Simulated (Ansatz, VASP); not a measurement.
**One calculation of AgI, two programs**

```
CELL_PARAMETERS angstrom
0.00000 3.23774 3.23774
3.23774 0.00000 3.23774
3.23774 3.23774 0.00000
ATOMIC_POSITIONS crystal
Ag 0.00000 0.00000 0.00000
I 0.25000 0.25000 0.25000
```

Change from the starting cell: volume scaled by 0.96, crystal datasets.

Alike in both runs: task electric field gradients; functional r2SCAN; k mesh 6 × 6 × 6; occupations fermi-dirac, width 0.02 eV; no spin polarisation.

```csv
,VASP,Ansatz
version,VASP 6.6.1,Ansatz 0.2.0
potentials or method,"VASP PAW PBE potentials, release 64 (Ag, I), cutoff 440 eV","all-electron PAW with datasets made for the crystal, scalar-relativistic"
```

|  | VASP | Ansatz | Ansatz less VASP |
| --- | --- | --- | --- |
| gap on the k mesh at the Fermi level (eV) | 1.79 | 1.83 | +0.035 |
| pressure (GPa) | 1.4 | 1.5 | +0.09 |

VASP's potentials were made for PBE, not for r2SCAN. Ansatz ran all-electron here, and VASP with PAW potentials.

Spin-orbit coupling is off throughout.
